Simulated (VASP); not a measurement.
# SiO2 (Im-3m) in VASP: a series of runs, part 2 of 2

VASP 6.6.1.

## (5) Single point, LDA (19.07 Å³/atom)

This run uses another cell than the first one, of 19.07 Å³/atom.

INCAR

```
  ALGO = Normal
  EDIFF = 1E-6
  ENCUT = 520
  ISIF = 2
  ISMEAR = 0
  LASPH = True
  LCHARG = False
  LREAL = Auto
  LWAVE = False
  NBANDS = 63
  NELM = 60
  PREC = Accurate
  SIGMA = 0.02
```

KPOINTS

```
k-points
0
Gamma
  4 4 4
```

POSCAR

```
SiO2
1.0
   -4.4106014865      4.4106014865      4.4106014865
    4.4106014865     -4.4106014865      4.4106014865
    4.4106014865      4.4106014865     -4.4106014865
Si O
6 12
Direct
    0.5000000000      0.2500000000      0.7500000000
    0.5000000000      0.7500000000      0.2500000000
    0.2500000000      0.7500000000      0.5000000000
    0.7500000000      0.2500000000      0.5000000000
    0.2500000000      0.5000000000      0.7500000000
    0.7500000000      0.5000000000      0.2500000000
    0.3507975650      0.0000000000      0.6492024350
    0.6492024350      0.6492024350      0.2984048701
    0.3507975650      0.6492024350      0.0000000000
    0.3507975650      0.7015951299      0.3507975650
    0.6492024350      0.2984048701      0.6492024350
    0.0000000000      0.3507975650      0.6492024350
    0.7015951299      0.3507975650      0.3507975650
    0.6492024350      0.3507975650      0.0000000000
    0.0000000000      0.6492024350      0.3507975650
    0.2984048701      0.6492024350      0.6492024350
    0.3507975650      0.3507975650      0.7015951299
    0.6492024350      0.0000000000      0.3507975650
```

Command:

```console
$ cat potpaw_LDA.64/Si/POTCAR potpaw_LDA.64/O/POTCAR > POTCAR
$ mpirun -np 1 vasp_std > vasp.out
```

It took 3.3 min on 1 thread of Intel Xeon 6975P-C (Granite Rapids), shared host; peak memory 0.41 GiB.

It converged, with:

| Quantity | Value |
| --- | --- |
| Free energy | -155.3076 eV |
| Pressure | 3.9 GPa |
| Largest force | 0.009 eV/Å |
| Band gap on the k mesh | 5.51 eV |

Forces on the atoms (eV/Å):
```
Si   0.000  0.000  0.000
Si   0.000  0.000  0.000
Si   0.000  0.000  0.000
Si   0.000  0.000  0.000
Si   0.000  0.000  0.000
Si   0.000  0.000  0.000
O    0.006  0.000 -0.006
O    0.006  0.006  0.000
O    0.006 -0.006  0.000
O   -0.006  0.000 -0.006
O    0.006  0.000  0.006
O    0.000  0.006 -0.006
O    0.000 -0.006 -0.006
O   -0.006  0.006  0.000
O    0.000 -0.006  0.006
O    0.000  0.006  0.006
O   -0.006 -0.006  0.000
O   -0.006  0.000  0.006
```

Levels at points of the mesh, in eV from the valence-band top:
```csv
k point,band 45,band 46,band 47,band 48,band 49,band 50,band 51,band 52
"(0.00, 0.00, 0.00)",-0.59,-0.59,-0.59,0.00,5.51,8.62,8.62,8.62
"(0.50, 0.00, 0.00)",-0.62,-0.53,-0.42,-0.20,6.70,6.88,8.45,8.45
"(0.50, 0.50, 0.50)",-0.81,-0.20,-0.20,-0.20,7.50,7.50,7.55,8.04
```

Caveat: the cell stands under pressure.

## (6) Single point, LDA

This run uses another cell than the first one, of 19.66 Å³/atom.

INCAR

```
SYSTEM = SiO2
PREC     = Accurate       ! precision mode
ENCUT    = 520            ! plane-wave cutoff, eV
EDIFF    = 1E-6           ! SCF threshold, eV
ISMEAR   = 0              ! smearing method
SIGMA    = 0.02           ! smearing width, eV
LREAL    = Auto         
LASPH    = .True.         ! aspherical terms in the spheres
NELM     = 60             ! most SCF steps
ALGO     = Normal         ! electronic algorithm
ISIF     = 2              ! what is computed and relaxed
LWAVE    = .False.        ! write WAVECAR
LCHARG   = .False.        ! write CHGCAR
GGA      = CA             ! functional
NBANDS   = 63             ! bands
```

KPOINTS

```
Automatic mesh
0
Gamma
  4 4 4
  0 0 0
```

POSCAR

```
SiO2
1.0
   -4.4556107328      4.4556107328      4.4556107328
    4.4556107328     -4.4556107328      4.4556107328
    4.4556107328      4.4556107328     -4.4556107328
Si O
6 12
Direct
    0.5000000000      0.2500000000      0.7500000000
    0.5000000000      0.7500000000      0.2500000000
    0.2500000000      0.7500000000      0.5000000000
    0.7500000000      0.2500000000      0.5000000000
    0.2500000000      0.5000000000      0.7500000000
    0.7500000000      0.5000000000      0.2500000000
    0.3522982209      0.0000000000      0.6477017791
    0.6477017791      0.6477017791      0.2954035582
    0.3522982209      0.6477017791      0.0000000000
    0.3522982209      0.7045964418      0.3522982209
    0.6477017791      0.2954035582      0.6477017791
    0.0000000000      0.3522982209      0.6477017791
    0.7045964418      0.3522982209      0.3522982209
    0.6477017791      0.3522982209      0.0000000000
    0.0000000000      0.6477017791      0.3522982209
    0.2954035582      0.6477017791      0.6477017791
    0.3522982209      0.3522982209      0.7045964418
    0.6477017791      0.0000000000      0.3522982209
```

Potentials or basis: VASP PAW LDA potentials, release 64 (Si, O).

Command:

```console
$ cat potpaw_LDA.64/Si/POTCAR potpaw_LDA.64/O/POTCAR > POTCAR
$ mpirun -np 1 vasp_std > vasp.out
```

Wall time 3.4 min (1 thread of Intel Xeon 6975P-C (Granite Rapids), shared host); peak memory 0.41 GiB.

The run converged. Its results:

```yaml
Free_energy: -155.4530 eV
Pressure: 0.3 GPa
Largest_force: 0.005 eV/Å
Band_gap_on_the_k_mesh: 5.51 eV
```

Forces on the atoms (eV/Å):
```
Si   0.000  0.000  0.000
Si   0.000  0.000  0.000
Si   0.000  0.000  0.000
Si   0.000  0.000  0.000
Si   0.000  0.000  0.000
Si   0.000  0.000  0.000
O    0.003  0.000 -0.003
O    0.003  0.003  0.000
O    0.003 -0.003  0.000
O   -0.003  0.000 -0.003
O    0.003  0.000  0.003
O    0.000  0.003 -0.003
O    0.000 -0.003 -0.003
O   -0.003  0.003  0.000
O    0.000 -0.003  0.003
O    0.000  0.003  0.003
O   -0.003 -0.003  0.000
O   -0.003  0.000  0.003
```

Levels at points of the mesh, in eV from the valence-band top:
```csv
k point,band 44,band 45,band 46,band 47,band 48,band 49,band 50,band 51,band 52,band 53
"(0.00, 0.00, 0.00)",-0.92,-0.49,-0.49,-0.49,0.00,5.51,8.57,8.57,8.57,8.66
"(0.50, 0.00, 0.00)",-0.79,-0.53,-0.44,-0.40,-0.14,6.66,6.88,8.37,8.42,8.64
"(0.50, 0.50, 0.50)",-0.76,-0.76,-0.13,-0.13,-0.13,7.46,7.46,7.58,8.00,8.00
```

## (7) Summary

```tsv
cell	gap on the mesh (eV)	pressure (GPa)
a = 7.395 Å, angles 109.5°, 18 atoms, atomic positions A	5.29	16.6
a = 7.479 Å, angles 109.5°, 18 atoms, atomic positions B	5.41	12.1
a = 7.560 Å, angles 109.5°, 18 atoms, atomic positions C	5.48	7.8
a = 7.639 Å, angles 109.5°, 18 atoms, atomic positions D	5.51	3.9
a = 7.717 Å, angles 109.5°, 18 atoms, atomic positions E	5.51	0.3
```

Alike in all rows: task single point; level LDA; potentials or basis VASP PAW LDA potentials, release 64 (Si, O); no spin polarisation; k mesh 4 × 4 × 4; cutoff (eV) 520; smearing gaussian 0.02 eV.

Caveats: the cell stands under pressure (at least some runs).

Total energies depend on the potentials used, so only differences within one code and one set of settings carry meaning.
